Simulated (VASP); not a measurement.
# Al5BP6 in VASP: a series of runs, part 2 of 2

VASP 6.6.1. The steps go on from the part before.

## Step 4: Single point, PBE

INCAR

```
SYSTEM = Al5BP6
PREC = Accurate
ENCUT = 520
EDIFF = 1E-6
ISMEAR = 0
SIGMA = 0.1
LREAL = .False.
LASPH = .True.
NELM = 80
ALGO = Normal
ISIF = 2
LWAVE = .False.
LCHARG = .False.
GGA = PE
NBANDS = 36
```

KPOINTS

```
Automatic mesh
0
Gamma
  3 3 4
  0 0 0
```

POSCAR

```
Al5BP6
1.0
    6.5346173002      0.0000000000      0.0000000000
   -3.2673086501      5.6591445860      0.0000000000
    0.0000000000      0.0000000000      6.1955295315
Al B P
5 1 6
Direct
    0.6810401236      0.0000000000      0.0001139194
    0.3189598764      0.3189598764      0.0001139194
    0.0000000000      0.6810401236      0.0001139194
    0.6666666667      0.3333333333      0.5004714970
    0.3333333333      0.6666666667      0.5004714970
    0.0000000000      0.0000000000      0.4983438524
    0.7082061011      0.0000000000      0.3861507922
    0.2917938989      0.2917938989      0.3861507922
    0.0000000000      0.7082061011      0.3861507922
    0.0000000000      0.0000000000      0.8250994798
    0.6666666667      0.3333333333      0.8834097995
    0.3333333333      0.6666666667      0.8834097995
```

Potentials or basis: VASP PAW PBE potentials, release 64 (Al, B, P).

On the command line:

```sh
$ cat potpaw_PBE.64/Al/POTCAR potpaw_PBE.64/B/POTCAR potpaw_PBE.64/P/POTCAR > POTCAR
$ mpirun -np 1 vasp_std > vasp.out
```

OUTCAR:

```text
SYSTEM = Al5BP6
   PREC = Accurate
   ENCUT = 520
   EDIFF = 1E-6
   ISMEAR = 0
   LREAL = .False.
   LASPH = .True.
   NELM = 80
   ISIF = 2
   GGA = PE

 ion  position               nearest neighbor table
   1  0.681  0.000  0.000-  11 2.34  12 2.34  10 2.35   7 2.40
   2  0.319  0.319  0.000-  11 2.34  12 2.34  10 2.35   8 2.40
   3  0.000  0.681  0.000-  12 2.34  11 2.34  10 2.35   9 2.40
   4  0.667  0.333  0.500-  11 2.37   7 2.43   9 2.43   8 2.43
   5  0.333  0.667  0.500-  12 2.37   9 2.43   7 2.43   8 2.43
   6  0.000  0.000  0.498-  10 2.02   7 2.03   9 2.03   8 2.03
[... 606 lines left out ...]
  energy-cutoff  :      520.00
  volume of cell :      229.11
      direct lattice vectors                 reciprocal lattice vectors
     6.534617300  0.000000000  0.000000000     0.153031150  0.088352576  0.000000000
    -3.267308650  5.659144586  0.000000000     0.000000000  0.176705151  0.000000000
     0.000000000  0.000000000  6.195529532     0.000000000  0.000000000  0.161406704

 POSITION                                       TOTAL-FORCE (eV/Angst)
 -----------------------------------------------------------------------------------
      4.45034      0.00000      0.00071        -0.016473      0.000000      0.014371
      1.04214      1.80504      0.00071         0.008236      0.014266      0.014371
     -2.22517      3.85410      0.00071         0.008236     -0.014266      0.014371
      3.26731      1.88638      3.10069         0.000000     -0.000000     -0.004356
     -0.00000      3.77276      3.10069         0.000000      0.000000     -0.004356
      0.00000      0.00000      3.08750         0.000000     -0.000000     -0.011204
      4.62786      0.00000      2.39241         0.020367     -0.000000     -0.023482
      0.95338      1.65130      2.39241        -0.010184     -0.017639     -0.023482
     -2.31393      4.00784      2.39241        -0.010184      0.017639     -0.023482
      0.00000      0.00000      5.11193         0.000000      0.000000      0.005106
      3.26731      1.88638      5.47319         0.000000     -0.000000      0.021071
     -0.00000      3.77276      5.47319         0.000000      0.000000      0.021071
 -----------------------------------------------------------------------------------
    total drift:                                0.000000      0.000001     -0.000345

  FREE ENERGIE OF THE ION-ELECTRON SYSTEM (eV)
  ---------------------------------------------------
  free  energy   TOTEN  =       -63.8022015061 eV

  energy  without entropy=      -63.8022015061  energy(sigma->0) =      -63.80220151
```

stdout:

```text
POSCAR found type information on POSCAR AlB P
 POSCAR found :  3 types and      12 ions
 scaLAPACK will be used
 LDA part: xc-table for (Slater+PW92), standard interpolation
 POSCAR, INCAR and KPOINTS ok, starting setup
 FFT: planning ... GRIDC
 FFT: planning ... GRID_SOFT
 FFT: planning ... GRID
 WAVECAR not read
 entering main loop
```

Wall time 45 s (1 thread of Intel Xeon 6975P-C (Granite Rapids), shared host); peak memory 0.35 GiB.

Results:

```
Free energy            : -63.8022 eV
Pressure               : 0.0 GPa
Largest force          : 0.031 eV/Å
Band gap on the k mesh : 1.43 eV, indirect (least direct gap 1.99 eV)
```

Forces on the atoms (eV/Å):
```
Al  -0.016  0.000  0.014
Al   0.008  0.014  0.014
Al   0.008 -0.014  0.014
Al   0.000  0.000 -0.004
Al   0.000  0.000 -0.004
B    0.000  0.000 -0.011
P    0.020  0.000 -0.023
P   -0.010 -0.018 -0.023
P   -0.010  0.018 -0.023
P    0.000  0.000  0.005
P    0.000  0.000  0.021
P    0.000  0.000  0.021
```

Stress tensor (GPa, compression positive):
```
-0.04  0.00  0.00
 0.00 -0.04  0.00
 0.00  0.00  0.10
```

Levels at points of the mesh, in eV from the valence-band top:
| k point | band 20 | band 21 | band 22 | band 23 | band 24 | band 25 | band 26 | band 27 | band 28 | band 29 |
| --- | --- | --- | --- | --- | --- | --- | --- | --- | --- | --- |
| (0.00, 0.00, 0.00) | -1.12 | -1.12 | -0.22 | 0.00 | 0.00 | 1.99 | 1.99 | 2.02 | 3.27 | 3.57 |
| (0.00, 0.00, 0.50) | -1.09 | -0.79 | -0.79 | -0.44 | -0.44 | 2.07 | 2.84 | 3.01 | 3.01 | 3.33 |

## Step 5: Single point, PBE

INCAR

```
PREC = Accurate
ENCUT = 520
EDIFF = 1E-7
ISMEAR = 0
SIGMA = 0.1
LREAL = False
LASPH = True
NELM = 100
ALGO = Normal
ISIF = 2
LWAVE = False
LCHARG = False
GGA = PE
NBANDS = 36
```

KPOINTS

```
regular mesh
0
Gamma
  2 3 3
```

POSCAR

```
Al5BP6
1.0
   -0.0003704424      0.0013621768      6.2046628469
    6.5408954815      0.0081579382     -0.0004570023
   -3.2635558342      5.6542736605      0.0014168887
Al B P
5 1 6
Direct
    0.0001283317      0.6804540819     -0.0001949720
    0.0002465123      0.3189221723      0.3191251306
    0.0004321039      0.9996018616      0.6805665937
    0.5007415307      0.6669260428      0.3334209701
    0.5006961615      0.3339027421      0.6668587380
    0.4976845076      0.0002099332      0.0000004476
    0.3857875808      0.7082161462     -0.0000727463
    0.3858631778      0.2923138589      0.2919302337
    0.3860482022      1.0003218147      0.7076657567
    0.8250868902     -0.0001476176      0.0002764445
    0.8836354028      0.6662917274      0.3335067282
    0.8836496583      0.3329872365      0.6669166751
```

Potentials or basis: VASP PAW PBE potentials, release 64 (Al, B, P).

On the command line:

```sh
$ cat potpaw_PBE.64/Al/POTCAR potpaw_PBE.64/B/POTCAR potpaw_PBE.64/P/POTCAR > POTCAR
$ mpirun -np 1 vasp_std > vasp.out
```

OUTCAR:

```text
PREC = Accurate
   ENCUT = 520
   EDIFF = 1E-7
   ISMEAR = 0
   LREAL = False
   LASPH = True
   NELM = 100
   ISIF = 2
   GGA = PE

 ion  position               nearest neighbor table
   1  0.000  0.680  1.000-  11 2.34  12 2.34  10 2.35   7 2.40
   2  0.000  0.319  0.319-  12 2.34  11 2.34  10 2.35   8 2.40
   3  0.000  1.000  0.681-  12 2.34  11 2.34  10 2.35   9 2.40
   4  0.501  0.667  0.333-  11 2.38   7 2.43   9 2.43   8 2.43
   5  0.501  0.334  0.667-  12 2.38   8 2.43   9 2.43   7 2.43
[... 608 lines left out ...]

 VOLUME and BASIS-vectors are now :
 -----------------------------------------------------------------------------
  energy-cutoff  :      520.00
  volume of cell :      229.64
      direct lattice vectors                 reciprocal lattice vectors
    -0.000370442  0.001362177  6.204662847     0.000011303 -0.000033863  0.161169120
     6.540895481  0.008157938 -0.000457002     0.152774286  0.088178864 -0.000010238
    -3.263555834  5.654273661  0.001416889    -0.000220424  0.176730160 -0.000038813

 POSITION                                       TOTAL-FORCE (eV/Angst)
 -----------------------------------------------------------------------------------
      1.18786      5.65872      0.00190        -0.002069     -0.000009      0.003675
      1.04455      1.80702      0.00184         0.003851      0.004684      0.002280
      4.31722      3.85627      0.00319         0.001982     -0.001607     -0.002956
      3.27397      1.89138      3.10710        -0.005042     -0.004503     -0.000837
      0.00751      3.77401      3.10744        -0.005494     -0.004559      0.002348
      0.00119      0.00068      3.08796         0.001568     -0.001177      0.008289
      1.36891      5.66017      2.39477        -0.009062      0.001639     -0.004146
      0.95912      1.65356      2.39443         0.003294      0.007439     -0.002403
     -2.30754      4.00186      2.39630         0.001417     -0.003921     -0.004196
      6.53872      0.01084      5.11893        -0.000555     -0.005060     -0.004127
      3.26940      1.89238      5.48283         0.003414      0.004993      0.002362
      0.00119      3.77485      5.48354         0.006695      0.002081     -0.000289
 -----------------------------------------------------------------------------------
    total drift:                               -0.000013     -0.000001     -0.000282

  FREE ENERGIE OF THE ION-ELECTRON SYSTEM (eV)
  ---------------------------------------------------
  free  energy   TOTEN  =       -63.8061264589 eV

  energy  without entropy=      -63.8061264589  energy(sigma->0) =      -63.80612646
```

Run time: 45 s. Hardware: 1 thread of Intel Xeon 6975P-C (Granite Rapids), shared host; peak memory 0.35 GiB.

What came out:

```
Free energy            : -63.8061 eV
Pressure               : -0.2 GPa
Largest force          : 0.010 eV/Å
Band gap on the k mesh : 1.69 eV, indirect (least direct gap 1.99 eV)
```

Forces on the atoms (eV/Å):
```
Al  -0.002  0.000  0.004
Al   0.004  0.005  0.002
Al   0.002 -0.002 -0.003
Al  -0.005 -0.005 -0.001
Al  -0.005 -0.005  0.002
B    0.002 -0.001  0.008
P   -0.009  0.002 -0.004
P    0.003  0.007 -0.002
P    0.001 -0.004 -0.004
P   -0.001 -0.005 -0.004
P    0.003  0.005  0.002
P    0.007  0.002  0.000
```

Caveat: the k points lie up to 0.51 Å⁻¹ apart.

## Step 6: Summary

```tsv
cell	k mesh	gap on the mesh (eV)	pressure (GPa)	largest force (eV/Å)
a = 6.202, b = 6.536, c = 6.536 Å, angles 120.0, 90.0, 90.0°, 12 atoms	2 × 3 × 3	1.70	-0.1	0.04
a = 6.308, b = 6.308, c = 5.978 Å, angles 90.0, 90.0, 120.0°, 12 atoms	3 × 3 × 4	1.19	15.6	3.34
a = 6.535, b = 6.535, c = 6.196 Å, angles 90.0, 90.0, 120.0°, 12 atoms	3 × 3 × 4	1.43	0.0	0.03
a = 6.205, b = 6.541, c = 6.529 Å, angles 119.9, 90.0, 90.0°, 12 atoms	2 × 3 × 3	1.69	-0.2	0.01
```

Alike in all rows: task single point; level PBE; potentials or basis VASP PAW PBE potentials, release 64 (Al, B, P); no spin polarisation; cutoff (eV) 520; smearing gaussian 0.1 eV.

Caveats: some runs use coarse meshes; forces of over 1 eV/Å act on the atoms, so gaps and moduli don't describe the material at rest (some runs).

Total energies depend on the potentials used, so only differences within one code and one set of settings carry meaning.
